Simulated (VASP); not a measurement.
# VSi63 (a cell with a defect) in VASP: further runs

VSi63 (a cell with a defect) is run at these levels: PBEsol; tasks: single point.

Everything below comes from runs of VASP 6.6.1. Logs are shortened: lines on timing, memory, paths and dates and some standing lists are left out, and cuts for length are marked.

## (1) The cell of the first run

The cell holds a defect, 64 atoms: a = 10.866 Å, b = 10.866 Å, c = 10.866 Å, α = 90.00°, β = 90.00°, γ = 90.00°.

## (2) Single point, PBEsol

File INCAR:

```
  PREC = Accurate
  ENCUT = 400
  EDIFF = 1E-6
  ISMEAR = -1
  SIGMA = 0.05
  LREAL = Auto
  LASPH = T
  NELM = 120
  ALGO = Normal
  ISIF = 2
  LWAVE = F
  LCHARG = T
  GGA = PS
  LELF = T
  LVHAR = T
  NBANDS = 170
  NELECT = 264.0
  ISYM = -1
  GGA_COMPAT = F
```

File KPOINTS:

```
explicit points
1
Reciprocal
  0.25000000   0.25000000   0.25000000 1
```

File POSCAR:

```
VSi63
1.0
   10.8655790000      0.0000000000      0.0000000000
    0.0000000000     10.8655790000      0.0000000000
    0.0000000000      0.0000000000     10.8655790000
Si V
63 1
Direct
    0.0005120000      0.0007480000      0.0010030000
    0.9990950000      0.9993130000      0.5034720000
    0.9990740000      0.5032100000      0.9995900000
    0.0002240000      0.5007170000      0.5009810000
    0.5029680000      0.9993180000      0.9996000000
    0.5004880000      0.0004470000      0.5009810000
    0.5004910000      0.5007160000      0.0007220000
    0.1255700000      0.1258100000      0.1260930000
    0.1269350000      0.1271780000      0.6280010000
    0.1269180000      0.6277480000      0.1274410000
    0.1237440000      0.6260480000      0.6263410000
    0.6275100000      0.1271770000      0.1274630000
    0.6258140000      0.1239790000      0.6263360000
    0.6258170000      0.6260630000      0.1242510000
    0.5942370000      0.5944990000      0.5947130000
    0.2514990000      0.2517260000      0.0040460000
    0.2555780000      0.2558080000      0.5048400000
    0.2504730000      0.7525830000      0.0009350000
    0.2457140000      0.7564980000      0.5048750000
    0.7523570000      0.2507120000      0.0009440000
    0.7562960000      0.2459310000      0.5048880000
    0.7498080000      0.7500210000      0.9977650000
    0.7394470000      0.7396730000      0.5011800000
    0.3774910000      0.3777330000      0.1288430000
    0.3789300000      0.3791840000      0.6436940000
    0.3747250000      0.8792530000      0.1248190000
    0.3764410000      0.8765020000      0.6277400000
    0.8789890000      0.3749890000      0.1248230000
    0.8762710000      0.3766900000      0.6277500000
    0.8748000000      0.8750240000      0.1237600000
    0.8693310000      0.8695990000      0.6236480000
    0.2515120000      0.0037660000      0.2520130000
    0.2504680000      0.0006580000      0.7528730000
    0.2555560000      0.5045690000      0.2560540000
    0.2457170000      0.5046100000      0.7568230000
    0.7523680000      0.0006620000      0.2509800000
    0.7497930000      0.9974970000      0.7503210000
    0.7562710000      0.5046130000      0.2462310000
    0.7394150000      0.5009150000      0.7399130000
    0.3775080000      0.1285810000      0.3780070000
    0.3747410000      0.1245450000      0.8795160000
    0.3789500000      0.6433980000      0.3794410000
    0.3764560000      0.6274810000      0.8767880000
    0.8790280000      0.1245530000      0.3752420000
    0.8747880000      0.1235200000      0.8752960000
    0.8762730000      0.6274810000      0.3769570000
    0.8693430000      0.6233700000      0.8698230000
    0.0035170000      0.2517550000      0.2520040000
    0.0004230000      0.2507180000      0.7528690000
    0.0004240000      0.7526020000      0.2509930000
    0.9972610000      0.7500410000      0.7502930000
    0.5043340000      0.2558340000      0.2560920000
    0.5043680000      0.2459500000      0.7567930000
    0.5043510000      0.7565300000      0.2462130000
    0.5006670000      0.7396740000      0.7399370000
    0.1283480000      0.3777270000      0.3779980000
    0.1243170000      0.3749710000      0.8795320000
    0.1243350000      0.8792470000      0.3752520000
    0.1232650000      0.8750130000      0.8752980000
    0.6431870000      0.3791890000      0.3794950000
    0.6272500000      0.3766840000      0.8767800000
    0.6272430000      0.8764990000      0.3769480000
    0.6231530000      0.8695680000      0.8698670000
    0.4551220000      0.4553430000      0.4556350000
```

Potentials or basis: VASP PAW PBE potentials, release 64 (Si, V_sv).

On the command line:

```bash
cat potpaw_PBE.64/Si/POTCAR potpaw_PBE.64/V_sv/POTCAR > POTCAR
mpirun -np 1 vasp_std > vasp.out
```

OUTCAR:

```text
PREC = Accurate
   ENCUT = 400
   EDIFF = 1E-6
   ISMEAR = -1
   LREAL = Auto
   LASPH = T
   NELM = 120
   ISIF = 2
   GGA = PS
   NELECT = 264.0
   ISYM = -1

 ion  position               nearest neighbor table
   1  0.001  0.001  0.001-  30 2.35  59 2.35  45 2.35   8 2.35
   2  0.999  0.999  0.503-  58 2.34  44 2.34  31 2.38   9 2.39
   3  0.999  0.503  1.000-  28 2.34  57 2.34  47 2.38  10 2.39
   4  0.000  0.501  0.501-  56 2.35  11 2.35  46 2.35  29 2.35
   5  0.503  0.999  1.000-  26 2.34  41 2.34  63 2.38  12 2.39
   6  0.500  0.000  0.501-  40 2.35  13 2.35  62 2.35  27 2.35
[... 56 lines left out ...]
  63  0.623  0.870  0.870-  22 2.35  37 2.35   5 2.38  55 2.40
  64  0.455  0.455  0.456-  60 2.35  25 2.35  42 2.35  15 2.62

IMPORTANT INFORMATION: All symmetrisations will be switched off!
NOSYMM: (Re-)initialisation of all symmetry stuff for point group C_1.

----------------------------------------------------------------------------------------

                                     Primitive cell

  volume of cell :    1282.7990

  direct lattice vectors                    reciprocal lattice vectors
    10.865579000  0.000000000  0.000000000     0.092033752  0.000000000  0.000000000
     0.000000000 10.865579000  0.000000000     0.000000000  0.092033752  0.000000000
     0.000000000  0.000000000 10.865579000     0.000000000  0.000000000  0.092033752

  length of vectors
    10.865579000 10.865579000 10.865579000     0.092033752  0.092033752  0.092033752

  position of ions in fractional coordinates (direct lattice)
     0.000512000  0.000748000  0.001003000
     0.999095000  0.999313000  0.503472000
     0.999074000  0.503210000  0.999590000
     0.000224000  0.500717000  0.500981000
     0.502968000  0.999318000  0.999600000
     0.500488000  0.000447000  0.500981000
[... 56 lines left out ...]
     0.623153000  0.869568000  0.869867000
     0.455122000  0.455343000  0.455635000

  ion indices of the primitive-cell ions
   primitive index   ion index
                 1           1
                 2           2
                 3           3
                 4           4
                 5           5
                 6           6
[... 56 lines left out ...]
                63          63
                64          64

----------------------------------------------------------------------------------------

 KPOINTS: explicit points

Read explicit list of k-points.

 Found      1 k-points:

 Following reciprocal coordinates:
            Coordinates               Weight
  0.250000  0.250000  0.250000      1.000000
   k-points           NKPTS =      1   k-points in BZ     NKDIM =      1   number of bands    NBANDS=    170
   number of dos      NEDOS =    301   number of ions     NIONS =     64
   total plane-waves  NPLWV = 373248
   dimension x,y,z NGX =    72 NGY =   72 NGZ =   72
   dimension x,y,z NGXF=   144 NGYF=  144 NGZF=  144
   ions per type =              63   1
   NGX,Y,Z   is equivalent  to a cutoff of  11.02, 11.02, 11.02 a.u.
   NGXF,Y,Z  is equivalent  to a cutoff of  22.03, 22.03, 22.03 a.u.
 SYSTEM =  unknown system
   PREC   = accura    normal or accurate (medium, high low for compatibility)
   ISTART =      0    job   : 0-new  1-cont  2-samecut
   ICHARG =      2    charge: 1-file 2-atom 10-const
   ISPIN  =      1    spin polarized calculation?
   LNONCOLLINEAR =      F non collinear calculations
   LSORBIT =      F    spin-orbit coupling
   LASPH  =      T    aspherical Exc in radial PAW
   ENCUT  =  400.0 eV  29.40 Ry    5.42 a.u.  17.72 17.72 17.72*2*pi/ulx,y,z
   NELM   =    120;   NELMIN=  2; NELMDL= -5     # of ELM steps
   EDIFF  = 0.1E-05   stopping-criterion for ELM
   LREAL  =      T    real-space projection
   EDIFFG = 0.1E-04   stopping-criterion for IOM
   NSW    =      0    number of steps for IOM
   IBRION =     -1    ionic relax: 0-MD 1-quasi-New 2-CG
   NFREE  =      0    steps in history (QN), initial steepest desc. (CG)
   ISIF   =      2    stress and relaxation
   ISYM   =     -1    0-nonsym 1-usesym 2-fastsym
   POTIM  = 0.5000    time-step for ionic-motion
   TEBEG  =    0.0;   TEEND  =   0.0 temperature during run
   PSTRESS=    0.0 pullay stress
   NELECT =     264.0000    total number of electrons
   NUPDOWN=      -1.0000    fix difference up-down
   EMIN   =  10.00;   EMAX   =-10.00  energy-range for DOS
   EFERMI =   0.00;   METHOD = LEGACY
   ISMEAR =    -1;   SIGMA  =   0.05  broadening in eV -4-tet -1-fermi 0-gaus
   EFERMI_NEDOS =   21; number of points for ismear=-14 and -15
   IALGO  =     38    algorithm
   IMIX   =      4    mixing-type and parameters
     AMIX     =   0.40;   BMIX     =  1.00
     AMIX_MAG =   1.60;   BMIX_MAG =  1.00
  volume/ion in A,a.u.               =      20.04       135.26
  Fermi-wavevector in a.u.,A,eV,Ry     =   0.966548  1.826510 12.710758  0.934214
  Thomas-Fermi vector in A             =   2.096358
   LORBIT       =      0    0 simple, 1 ext, 2 COOP (PROOUT), +10 PAW based schemes
   GGA     = PS    functional components
   LHFCALC =     F    Hartree Fock is set to
   AEXX    =    0.0000 exact exchange contribution
   IVDW    =     0    specifies the selected vdW correction
   LEPSILON=     F    determine dielectric tensor
   LRPA    =     F    only Hartree local field effects (RPA)
 non-spin polarized calculation
  energy-cutoff  :      400.00
  volume of cell :     1282.80
 maximum number of plane-waves:     23294
 NGX is ok and might be reduce to    70
   NGX = 35   NGY = 35   NGZ = 35

 number of electron     263.9999965 magnetization

 Free energy of the ion-electron system (eV)
  ---------------------------------------------------
  ext. energy  EPLUGINS =         0.00000000
  ---------------------------------------------------
  free energy    TOTEN  =      -374.50112007 eV

  energy without entropy =     -374.49743230  energy(sigma->0) =     -374.49927618

 E-fermi :   5.7413     XC(G=0):  -9.5636

 val. band max:        5.4046759756   @ k =   0.2500   0.2500   0.2500
 cond. band min:       6.0780204213   @ k =   0.2500   0.2500   0.2500
 fundamental gap:      0.6733444457
 Fermi energy:         5.7413138280

 k-point     1 :       0.2500    0.2500    0.2500
  band No.  band energies     occupation
      1     -58.3393      2.00000
      2     -32.5225      2.00000
      3     -32.2400      2.00000
      4     -32.2399      2.00000
      5      -5.9567      2.00000
      6      -5.4505      2.00000
[... 136 lines left out ...]
    143       7.1554      0.00000
    144       7.4565      0.00000
 [bands above 144 left out]

------------------------ aborting loop because EDIFF is reached ----------------------------------------

  FORCE on cell =-STRESS in cart. coord.  units (eV):
  Direction    XX          YY          ZZ          XY          YZ          ZX
  --------------------------------------------------------------------------------------
  -------------------------------------------------------------------------------------
  Total      -13.6770614    -13.6813831    -13.6833350    -12.2965920    -12.3014989    -12.3002010
  in kB      -17.0822375    -17.0876353    -17.0900732    -15.3580729    -15.3642015    -15.3625804
  external PRESSURE =     -17.0866487 kB  Pullay stress =       0.0000000 kB

 VOLUME and BASIS-vectors are now :
 -----------------------------------------------------------------------------
  energy-cutoff  :      400.00
  volume of cell :     1282.80
      direct lattice vectors                 reciprocal lattice vectors
    10.865579000  0.000000000  0.000000000     0.092033752  0.000000000  0.000000000
     0.000000000 10.865579000  0.000000000     0.000000000  0.092033752  0.000000000
     0.000000000  0.000000000 10.865579000     0.000000000  0.000000000  0.092033752

 POSITION                                       TOTAL-FORCE (eV/Angst)
 -----------------------------------------------------------------------------------
      0.00556      0.00813      0.01090        -0.000578     -0.000978     -0.000384
     10.85575     10.85811      5.47051         0.003339      0.004866      0.005055
     10.85552      5.46767     10.86112         0.003645      0.004920      0.003783
      0.00243      5.44058      5.44345        -0.002221     -0.003133     -0.001644
      5.46504     10.85817     10.86123         0.005963      0.004578      0.004045
      5.43809      0.00486      5.44345        -0.002621     -0.002036     -0.001233
[... 56 lines left out ...]
      6.77092      9.44836      9.45161        -0.010231     -0.001669     -0.003027
      4.94516      4.94757      4.95074         0.000818      0.002986      0.001595
 -----------------------------------------------------------------------------------
    total drift:                                0.002639      0.002401      0.002779

  FREE ENERGIE OF THE ION-ELECTRON SYSTEM (eV)
  ---------------------------------------------------
  free  energy   TOTEN  =      -374.5011200732 eV

  energy  without entropy=     -374.4974322968  energy(sigma->0) =     -374.49927618
```

It took 3.9 min on 1 thread of Intel Xeon Platinum 8488C (Sapphire Rapids), shared host; peak memory 0.78 GiB.

Results:

```yaml
Free_energy: -374.5011 eV
Largest_force: 0.014 eV/Å
```

Forces on the atoms (eV/Å):
```
Si  -0.001 -0.001  0.000
Si   0.003  0.005  0.005
Si   0.004  0.005  0.004
Si  -0.002 -0.003 -0.002
Si   0.006  0.005  0.004
Si  -0.003 -0.002 -0.001
Si  -0.003 -0.003 -0.001
Si  -0.001 -0.001 -0.001
Si   0.000 -0.001 -0.001
Si   0.000 -0.003  0.000
Si   0.000 -0.004 -0.004
Si  -0.005  0.001  0.000
Si  -0.003 -0.001 -0.004
Si  -0.004 -0.003  0.001
Si  -0.008 -0.009 -0.006
Si   0.003  0.003 -0.001
Si  -0.004 -0.004 -0.001
Si  -0.001 -0.001  0.001
Si   0.005  0.000 -0.004
Si  -0.003 -0.001  0.000
Si   0.001  0.005 -0.004
Si   0.002  0.001  0.004
Si  -0.001  0.001  0.003
Si   0.001  0.001  0.002
Si  -0.001 -0.002  0.010
Si   0.001 -0.002 -0.004
Si   0.000  0.005  0.004
Si   0.000  0.001 -0.003
Si   0.004 -0.001  0.003
Si  -0.001  0.000  0.005
Si  -0.001 -0.003 -0.009
Si   0.001  0.000  0.004
Si   0.000  0.001 -0.004
Si  -0.003 -0.001 -0.002
Si   0.003 -0.005 -0.001
Si  -0.002  0.000 -0.001
Si   0.001  0.004  0.001
Si   0.000 -0.004  0.004
Si   0.001  0.004  0.001
Si   0.000  0.002  0.000
Si   0.000 -0.003 -0.001
Si  -0.003  0.009 -0.001
Si   0.000  0.004  0.003
Si  -0.001 -0.003  0.001
Si   0.001  0.002  0.000
Si   0.004  0.003 -0.001
Si  -0.002 -0.008 -0.001
Si  -0.001  0.002  0.003
Si   0.002  0.000 -0.003
Si   0.001 -0.002 -0.002
Si   0.001  0.002  0.002
Si  -0.001 -0.004 -0.003
Si  -0.004  0.004  0.001
Si  -0.002  0.000  0.004
Si   0.005  0.000  0.000
Si   0.002  0.001  0.000
Si  -0.003  0.000 -0.001
Si  -0.003 -0.001  0.000
Si   0.004  0.000 -0.001
Si   0.010 -0.001 -0.002
Si   0.003  0.000  0.003
Si   0.004  0.004 -0.001
Si  -0.010 -0.002 -0.003
V    0.001  0.003  0.002
```

Levels at points of the mesh, in eV from the Fermi level:
```csv
k point,band 130,band 131,band 132,band 133,band 134,band 135
"(0.25, 0.25, 0.25)",-0.70,-0.34,-0.34,0.34,0.34,0.59
```

Caveat: the cell carries a net charge on a neutralising background, which shifts energy and pressure; the cell is charged against a uniform background, so pressure and absolute levels hang on convention; the PAW data sets were made with another functional, which shifts forces and pressure a little.

[end of part 1 of 2]
